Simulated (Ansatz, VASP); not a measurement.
# Ga3Se in VASP and in Ansatz

The input INCAR:

```
ALGO = Normal
EDIFF = 1E-6
ENCUT = 520
GGA = PS
ISIF = 2
ISMEAR = 0
IVDW = 12
LASPH = True
LCHARG = True
LELF = True
LREAL = False
LVHAR = True
LWAVE = False
NBANDS = 30
NELM = 60
PREC = Accurate
SIGMA = 0.15
```

KPOINTS

```
k-points
0
Gamma
  12 12 12
```

Contents of POSCAR:

```
Ga3Se
1.0
    4.2249181734      0.0000000000      0.0000000000
    0.0000000000      4.0136722647      0.0000000000
    0.0000000000      0.0000000000      4.2249181734
Ga Se
3 1
Direct
    0.0000000000      0.5000000000      0.5000000000
    0.5000000000      0.0000000000      0.5000000000
    0.5000000000      0.5000000000      0.0000000000
    0.0000000000      0.0000000000      0.0000000000
```

Input for Ansatz:

```yaml
crystal:
  lattice:
    - [4.2249181734, 0.0, 0.0]
    - [0.0, 4.0136722647, 0.0]
    - [0.0, 0.0, 4.2249181734]
  atoms:
    - { symbol: Ga, position: [0.0, 0.5, 0.5] }
    - { symbol: Ga, position: [0.5, 0.0, 0.5] }
    - { symbol: Ga, position: [0.5, 0.5, 0.0] }
    - { symbol: Se, position: [0.0, 0.0, 0.0] }
basis:
  ecutwfc: 420
kpoints:
  mp_grid: { grid: [12, 12, 12] }
hamiltonian:
  xc: pbesol
  dispersion: d3bj
scf:
  occupations: { method: gaussian, width: 0.15 }
output:
  forces: true
  stress: true
  eigenvalues: true
  write_density: true
  write_potential: true
  elf: true
  volumetric_format: npy
```

Change from the starting cell: strain -0.0500 x Voigt [0, 1, 0, 0, 0, 0], atoms carried along.

Alike in both runs: task single point; functional PBEsol; dispersion D3(BJ); k mesh 12 × 12 × 12; occupations gaussian, width 0.15 eV; no spin polarisation.

|  | VASP | Ansatz |
| --- | --- | --- |
| version | VASP 6.6.1 | Ansatz 0.2.0 |
| potentials or method | VASP PAW PBE potentials, release 64 (Ga_d, Se), cutoff 520 eV | scalar-relativistic, plane waves, PAW |
| valence electrons in the cell | 45 | 55 |

```csv
,VASP,Ansatz,Ansatz less VASP
gap on the k mesh at the Fermi level (eV),none,none,-
pressure (GPa),3.5,3.3,-0.19
```

VASP's potentials were made for PBE, not for PBEsol. A gap of «none» marks a metal or a gap that the smearing closes. VASP's potentials hold 45 valence electrons a cell and Ansatz's 55, so a difference there can come from the potentials and not from the codes.
